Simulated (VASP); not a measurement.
Runs of VASP 6.6.1 on PtS2. The structure is that of space group R-3m (No. 166), or close to it. The cells are those of the table. 

| level | potentials or basis | cell | smearing | gap on the mesh (eV) | pressure (GPa) | largest force (eV/Å) |
| --- | --- | --- | --- | --- | --- | --- |
| PBE+D4 | VASP PAW PBE potentials, release 64 (Pt, S) | a = 5.735 Å, angles 36.0°, 3 atoms | fermi-dirac 0.02 eV | 0.89 | -0.4 | 0.04 |
| LDA | VASP PAW LDA potentials, release 64 (Pt, S) | a = 5.887 Å, angles 34.9°, 3 atoms | gaussian 0.01 eV | 0.93 | -3.6 | 0.44 |
| PBE | VASP PAW PBE potentials, release 64 (Pt, S) | a = 5.887 Å, angles 34.9°, 3 atoms | fermi-dirac 0.02 eV | 1.07 | (b) | 0.01 |
| r2SCAN+rVV10 | VASP PAW PBE potentials, release 64 (Pt, S) | a = 5.887 Å, angles 34.9°, 3 atoms | fermi-dirac 0.02 eV | (a) | (c) | 0.01 |
| PBE+D3(BJ) | VASP PAW PBE potentials, release 64 (Pt, S) | a = 5.717 Å, angles 36.1°, 3 atoms | fermi-dirac 0.02 eV | 0.86 | -0.4 | 0.04 |

Alike in all rows: task single point; no spin polarisation; k mesh 8 × 8 × 8; cutoff (eV) 520.

Problem. Fill in the values left out.

Solution. (a) 1.18; (b) 3.0; (c) 0.2.

Caveats: spin-orbit coupling is left out, which moves the levels of the heavy elements; the PAW data sets were made with another functional, which shifts forces and pressure a little (some runs).

A k mesh can miss the band edges, and the runs leave out spin-orbit coupling on Pt.
